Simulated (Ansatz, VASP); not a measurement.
**Two plane-wave programs on Bi2Se3**

INCAR

```
SYSTEM = Bi2Se3
PREC     = Accurate       ! precision mode
ENCUT    = 520            ! plane-wave cutoff, eV
EDIFF    = 1E-6           ! SCF threshold, eV
ISMEAR   = 0              ! smearing method
SIGMA    = 0.05           ! smearing width, eV
LREAL    = .FALSE.        ! projectors in reciprocal space
LASPH    = .TRUE.         ! aspherical terms in the spheres
NELM     = 60             ! most SCF steps
ALGO     = Normal         ! electronic algorithm
ISIF     = 2              ! what is computed and relaxed
LWAVE    = .FALSE.        ! write WAVECAR
LCHARG   = .FALSE.        ! write CHGCAR
GGA      = PE             ! functional
NBANDS   = 32             ! bands
```

Contents of KPOINTS:

```
Automatic mesh
0
G
  6 6 6
  0 0 0
```

File POSCAR:

```
Bi2Se3
1.0
    2.1459979013      1.2389924660      9.9123281612
   -2.1459979013      1.2389924660      9.9123281612
    0.0000000000     -2.4779849320      9.9123281612
Bi Se
2 3
Direct
    0.3955941725      0.3955941725      0.3955941725
    0.6044058275      0.6044058275      0.6044058275
    0.0000000000      0.0000000000      0.0000000000
    0.2210304535      0.2210304535      0.2210304535
    0.7789695465      0.7789695465      0.7789695465
```

Input for Ansatz:

```yaml
crystal:
  lattice:
    - [2.1459979013, 1.238992466, 9.9123281612]
    - [-2.1459979013, 1.238992466, 9.9123281612]
    - [0.0, -2.477984932, 9.9123281612]
  atoms:
    - { symbol: Bi, position: [0.3955941725, 0.3955941725, 0.3955941725] }
    - { symbol: Bi, position: [0.6044058275, 0.6044058275, 0.6044058275] }
    - { symbol: Se, position: [0.0, 0.0, 0.0] }
    - { symbol: Se, position: [0.2210304535, 0.2210304535, 0.2210304535] }
    - { symbol: Se, position: [0.7789695465, 0.7789695465, 0.7789695465] }
basis:
  ecutwfc: 420
kpoints:
  mp_grid: { grid: [6, 6, 6] }
hamiltonian:
  xc: pbe
scf:
  occupations: { method: gaussian, width: 0.05 }
output:
  forces: true
  stress: true
  eigenvalues: true
```

Change from the starting cell: strain +0.025 along x and y, -0.050 along z, atoms carried along.

Alike in both runs: task single point; functional PBE; k mesh 6 × 6 × 6; occupations gaussian, width 0.05 eV; no spin polarisation.

```csv
,VASP,Ansatz
version,VASP 6.6.1,Ansatz 0.2.0
potentials or method,"VASP PAW PBE potentials, release 64 (Bi_d, Se), cutoff 520 eV","scalar-relativistic, plane waves, PAW"
valence electrons in the cell,48,78
```

|  | VASP | Ansatz | Ansatz less VASP |
| --- | --- | --- | --- |
| gap on the k mesh at the Fermi level (eV) | 0.39 | 0.40 | +0.002 |
| least direct gap on the mesh (eV) | 0.39 | 0.40 | +0.002 |
| pressure (GPa) | -0.1 | -0.1 | -0.01 |
| traceless stress, the component that is largest in VASP (GPa) | 1.65 | 1.66 | +0.002 |
| rms of the force components (eV/Å) | 0.075 | 0.073 | -0.0023 |

Atom by atom the forces differ by 0.004 eV/Å (rms over components). With one functional, cell and mesh, what is left measures potentials, basis and numerics. VASP's potentials hold 48 valence electrons a cell and Ansatz's 78, so a difference there can come from the potentials and not from the codes.

Spin-orbit coupling is off throughout.
